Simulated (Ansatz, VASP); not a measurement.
**One calculation of NaZnCl3, two programs**

Contents of POSCAR:

```
NaZnCl3
1.0
    4.8580332447      0.0000000000      0.0000000000
    0.0000000000      4.8580332447      0.0000000000
    0.0000000000      0.0000000000      4.8094529123
Na Zn Cl
1 1 3
Direct
    0.0000000000      0.0000000000      0.0000000000
    0.5000000000      0.5000000000      0.5000000000
    0.5000000000      0.5000000000      0.0000000000
    0.5000000000      0.0000000000      0.5000000000
    0.0000000000      0.5000000000      0.5000000000
```

File INCAR.step1:

```
  PREC = Accurate
  ENCUT = 520
  ISMEAR = 0
  SIGMA = 0.01
  LREAL = F
  LASPH = T
  NELM = 100
  NBANDS = 28
  GGA = PE
  ALGO = Normal
  EDIFF = 1E-4
  LWAVE = T
  LCHARG = F
```

File INCAR.step2:

```
  PREC = Accurate
  ENCUT = 520
  EDIFF = 1E-6
  ISMEAR = 0
  SIGMA = 0.01
  LREAL = F
  LASPH = T
  NELM = 100
  ALGO = Normal
  ISIF = 2
  LWAVE = F
  LCHARG = F
  METAGGA = R2SCAN
  LMIXTAU = T
  NBANDS = 28
  ISTART = 1
```

File KPOINTS:

```
regular mesh
0
Gamma
  6 6 6
```

Input for Ansatz:

```yaml
crystal:
  lattice:
    - [4.8580332447, 0.0, 0.0]
    - [0.0, 4.8580332447, 0.0]
    - [0.0, 0.0, 4.8094529123]
  atoms:
    - { symbol: Na, position: [0.0, 0.0, 0.0] }
    - { symbol: Zn, position: [0.5, 0.5, 0.5] }
    - { symbol: Cl, position: [0.5, 0.5, 0.0] }
    - { symbol: Cl, position: [0.5, 0.0, 0.5] }
    - { symbol: Cl, position: [0.0, 0.5, 0.5] }
kpoints:
  mp_grid: { grid: [6, 6, 6] }
  band_path:
    path: [[0.0, 0.0, 0.0], [0.0, 0.5, 0.0], [0.5, 0.5, 0.0], [0.5, 0.5, 0.5]]
    npoints: 1
hamiltonian:
  xc: r2scan
scf:
  occupations: { method: fixed }
  n_extra_bands: 5
output:
  forces: true
  stress: true
  eigenvalues: true
```

Change from the starting cell: uniaxial_z strain -1.0%.

Alike in both runs: task single point; functional r2SCAN; k mesh 6 × 6 × 6; no spin polarisation.

```csv
,VASP,Ansatz
version,VASP 6.6.1,Ansatz 0.2.0
potentials or method,"VASP PAW PBE potentials, release 64 (Na_pv, Zn, Cl)","plane waves, PAW"
plane-wave cutoff (eV),520,500
occupations,"gaussian, width 0.01 eV",fixed
valence electrons in the cell,40,42
```

```csv
,VASP,Ansatz,Ansatz less VASP
gap on the k mesh at the Fermi level (eV),2.34,2.35,+0.004
pressure (GPa),0.5,0.5,+0.02
"traceless stress, the component that is largest in VASP (GPa)",0.28,0.27,-0.011
```

VASP's potentials were made for PBE, not for r2SCAN. VASP's potentials hold 40 valence electrons a cell and Ansatz's 42, so a difference there can come from the potentials and not from the codes.
